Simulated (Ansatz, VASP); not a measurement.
## Pd: VASP beside Ansatz

```
Pd
1.0
     0.00000    1.94490    1.90600
     1.94490    0.00000    1.90600
     1.94490    1.94490    0.00000
Pd
1
Direct
  0.00000 0.00000 0.00000
```

Change from the starting cell: zz strain of -2 %.

Alike in both runs: task single point; functional LDA; k mesh 18 × 18 × 18; occupations fermi-dirac, width 0.05 eV; no spin polarisation.

|  | VASP | Ansatz |
| --- | --- | --- |
| version | VASP 6.6.1 | Ansatz 0.2.0 |
| potentials or method | VASP PAW LDA potentials, release 64 (Pd), cutoff 520 eV | all-electron LAPW, scalar-relativistic |

VASP gave:

- pressure (GPa): -3.8
- traceless stress, the component that is largest in VASP (GPa): 0.81

Task: Estimate Ansatz's values.

Result: Pressure (GPa): -4.1; traceless stress, the component that is largest in VASP (GPa): 0.81.

LDA's correlation is that of Perdew and Zunger in VASP and of Perdew and Wang (1992) in Ansatz. Ansatz ran all-electron here, and VASP with PAW potentials.
